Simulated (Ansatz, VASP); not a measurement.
One calculation of Zn, two programs

```xyz
4
Lattice="2.6408 0.0000 0.0000 -1.3204 2.2870 0.0000 0.0000 0.0000 9.7848" Properties=species:S:1:pos:R:3 pbc="T T T"
Zn    2.6408    0.0000    9.7848
Zn    1.3204    2.2870    4.8924
Zn    0.0000    1.5246    2.4462
Zn    1.3204    0.7623    7.3386
```

Alike in both runs: task single point; functional PBEsol; k mesh 16 × 16 × 4; occupations fermi-dirac, width 0.1 eV; no spin polarisation.

|  | VASP | Ansatz |
| --- | --- | --- |
| version | VASP 6.6.1 | Ansatz 0.2.0 |
| potentials or method | VASP PAW PBE potentials, release 64 (Zn), cutoff 520 eV | plane waves (420 eV) with PAW, scalar-relativistic |
| valence electrons in the cell | 48 | 48 |

VASP gave:

| Property | Result |
| --- | --- |
| pressure (GPa) | -2.8 |
| traceless stress, the component that is largest in VASP (GPa) | 0.09 |

Q: What did Ansatz give for the same quantities?

A: Pressure (GPa): -3.2; traceless stress, the component that is largest in VASP (GPa): 0.24.

VASP's potentials were made for PBE, not for PBEsol, and Ansatz warns of the same on its side.
